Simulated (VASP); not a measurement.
MgO: single point with PBE

The system is MgO.

```
Mg O
1.0
     1.46886    2.54414    2.67979
    -1.46886   -2.54414    2.67979
     4.40659   -2.54414    0.00000
Mg O
4 4
Direct
  0.50000 0.50000 0.00000
  0.25000 0.75000 0.50000
  0.75000 0.25000 0.50000
  0.00000 0.00000 0.00000
  0.69894 0.80106 0.23121
  0.50000 0.00000 0.83333
  0.00000 0.50000 0.83333
  0.25000 0.25000 0.33333
```

This cell differs from its parent crystal: atom 5 (O) moved -0.600 Å along Cartesian [1 0 0].

```json
{"Program": "VASP 6.6.1", "Task": "single point", "Functional": "PBE", "Potentials or basis": "VASP PAW PBE potentials, release 64 (Mg, O)", "Cutoff": "520 eV", "k mesh": "6 × 6 × 6", "Occupations": "gaussian, width 0.05 eV", "Spin": "no spin polarisation", "Dipole correction": "no", "Further INCAR settings": "ALGO = Normal; EDIFF = 1e-06; NBANDS = 26"}
```

```
Pressure               : 6.8 GPa
Largest force          : 6.593 eV/Å
Band gap on the k mesh : 2.26 eV (least direct gap 2.55 eV)
```

Forces on the atoms (eV/Å):
```
Mg  -1.272  1.063 -1.471
Mg  -0.087  0.234  0.490
Mg  -0.087  0.234 -0.490
Mg  -1.272  1.063  1.471
O    6.003 -2.725  0.000
O   -2.455  0.588  0.000
O   -0.983  0.562  0.000
O    0.154 -1.019  0.000
```

Stress tensor (GPa, compression positive):
```
 9.24 -1.32  0.00
-1.32  4.81  0.00
 0.00  0.00  6.33
```

Levels at points of the mesh, in eV from the valence-band top:
```csv
k point,band 13,band 14,band 15,band 16,band 17,band 18,band 19,band 20
"(0.00, 0.00, 0.00)",-1.29,-0.95,-0.45,-0.29,2.26,5.56,6.02,6.28
"(0.50, 0.00, 0.00)",-2.13,-1.91,-1.27,-0.42,5.07,5.69,6.74,7.65
"(0.50, 0.50, 0.00)",-1.03,-0.53,-0.32,0.00,5.55,5.66,7.05,8.29
"(0.00, 0.00, 0.50)",-1.29,-1.28,-0.52,-0.49,4.30,4.91,5.26,5.63
"(0.50, 0.00, 0.50)",-2.02,-1.74,-1.07,-0.61,5.14,5.79,6.68,7.69
"(0.50, 0.50, 0.50)",-0.99,-0.95,-0.43,-0.32,4.96,6.27,7.04,7.96
```

It took 3.1 min on 1 thread of Intel Xeon 8259CL (shared host), peak memory 0.25 GiB.

Caveat: the cell differs from its parent crystal (atom 5 (O) moved -0.600 Å along Cartesian [1 0 0]); the cell stands under pressure; forces of over 1 eV/Å act on the atoms, so gaps and moduli don't describe the material at rest. A k mesh can miss the band edges.
